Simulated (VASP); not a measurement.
AlN, 2 atoms in the cell. Symmetry: Fm-3m, No. 225, cubic system. The conventional cell has a = 4.051 Å, b = 4.051 Å, c = 4.051 Å, α = 90.00°, β = 90.00°, γ = 90.00°. Al (site symmetry m-3m) has 6 N at 2.03 Å within 2.7 Å. Within 2.7 Å of N (site symmetry m-3m) lie 6 Al at 2.03 Å. 

```yaml
Program: VASP 6.6.1
Task: single point
Functional: LDA
Potentials_or_basis: VASP PAW LDA potentials, release 64 (Al, N)
Cutoff: 600 eV
k_mesh: 10 × 10 × 10
Occupations: gaussian, width 0.02 eV
Spin: no spin polarisation
Dipole_correction: no
Further_INCAR_settings: ALGO = Normal; EDIFF = 1e-06; NBANDS = 11
```

Potentials or basis: VASP PAW LDA potentials, release 64 (Al, N).

Launch:

```console
$ cat potpaw_LDA.64/Al/POTCAR potpaw_LDA.64/N/POTCAR > POTCAR
$ mpirun -np 1 vasp_std > vasp.out
```

Hardware: 1 thread of Intel(R) Xeon(R) 6975P-C (Granite Rapids), on a shared host.

How long does it take, and how much memory?

It took 2.9 s on 1 thread of Intel(R) Xeon(R) 6975P-C (Granite Rapids), on a shared host, peak memory 0.12 GiB. Counts: scf iterations 11, k points 47.
